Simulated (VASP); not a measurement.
SnSe, 16 atoms in the cell. The typed cell holds 16 atoms: a = 8.491 Å, b = 8.491 Å, c = 8.491 Å, α = 60.00°, β = 60.00°, γ = 60.00°. 

| Quantity | Value |
| --- | --- |
| Program | VASP 6.6.1 |
| Task | single point |
| Functional | r2SCAN |
| Potentials or basis | VASP PAW PBE potentials, release 64 (Sn_d, Se) |
| Cutoff | 520 eV |
| k mesh | 2 × 2 × 2 |
| Occupations | fermi-dirac, width 0.02 eV |
| Spin | no spin polarisation |
| Dipole correction | no |
| Further INCAR settings | LREAL = Auto; ALGO = Normal; EDIFF = 1e-06; NBANDS = 94 |

Potentials or basis: VASP PAW PBE potentials, release 64 (Sn_d, Se).

The run is started by

```sh
$ cat potpaw_PBE.64/Sn_d/POTCAR potpaw_PBE.64/Se/POTCAR > POTCAR
$ cp INCAR.step1 INCAR
$ mpirun -np 1 vasp_std > vasp.out
$ cp INCAR.step2 INCAR
$ mpirun -np 1 vasp_std > vasp.out
```

Hardware: 1 thread of Intel(R) Xeon(R) Platinum 8259CL CPU @ 2.50GHz (Skylake/Cascade Lake) (shared host).

How long does it take, and how much memory?

Wall time 25 min on 1 thread of Intel(R) Xeon(R) Platinum 8259CL CPU @ 2.50GHz (Skylake/Cascade Lake), with other jobs on the host, peak memory 0.73 GiB. Counts: k points 8.
